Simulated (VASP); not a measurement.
Sb:

```xyz
4
Lattice="3.3750 0.0000 0.0000 -1.6875 2.9228 0.0000 0.0000 0.0000 11.0226" Properties=species:S:1:pos:R:3 pbc="T T T"
Sb    0.0000    0.0000    0.0000
Sb    0.0000    0.0000    5.5113
Sb    0.0000    1.9485    2.7557
Sb    1.6875    0.9743    8.2670
```

* Program: VASP 6.6.1
* Task: relaxation of cell and atoms
* Functional: LDA
* Potentials or basis: VASP PAW LDA potentials, release 64 (Sb)
* Cutoff: 600 eV
* k mesh: 11 × 11 × 3
* Occupations: fermi-dirac, width 0.1 eV
* Spin: no spin polarisation

At the start: pressure -3.5 GPa; volume 27.18 Å³/atom.

Task: Where does the relaxation end?

Result: Over 9 steps the energy falls by 20.9 meV/atom and the volume is 25.72 Å³/atom (-5.4 %); space group P6_3/mmc (No. 194, to 0.05 Å).

The path:
| step | energy change (eV) | largest force (eV/Å) | pressure (GPa) | volume (Å³) |
| --- | --- | --- | --- | --- |
| 1 | 0.0000 | 0.0000 | -3.47 | 108.73 |
| 2 | -0.0541 | 0.0000 | 2.39 | 99.72 |
| 3 | -0.0735 | 0.0000 | 0.17 | 102.62 |
| 4 | -0.0805 | 0.0000 | 0.14 | 102.63 |
| 5 | -0.0834 | 0.0000 | 0.16 | 102.63 |
| 6 | -0.0835 | 0.0000 | 0.17 | 102.63 |
| 7 | -0.0835 | 0.0000 | 0.17 | 102.63 |
| 8 | -0.0835 | 0.0000 | -0.14 | 103.10 |
| 9 | -0.0836 | 0.0000 | -0.01 | 102.87 |

Final structure:
```
Sb
1.0
     3.27336    0.00000    0.00000
    -1.63668    2.83482    0.00000
     0.00000    0.00000   11.08549
Sb
4
Direct
  0.00000 0.00000 0.00000
  0.00000 0.00000 0.50000
  0.33333 0.66667 0.25000
  0.66667 0.33333 0.75000
```
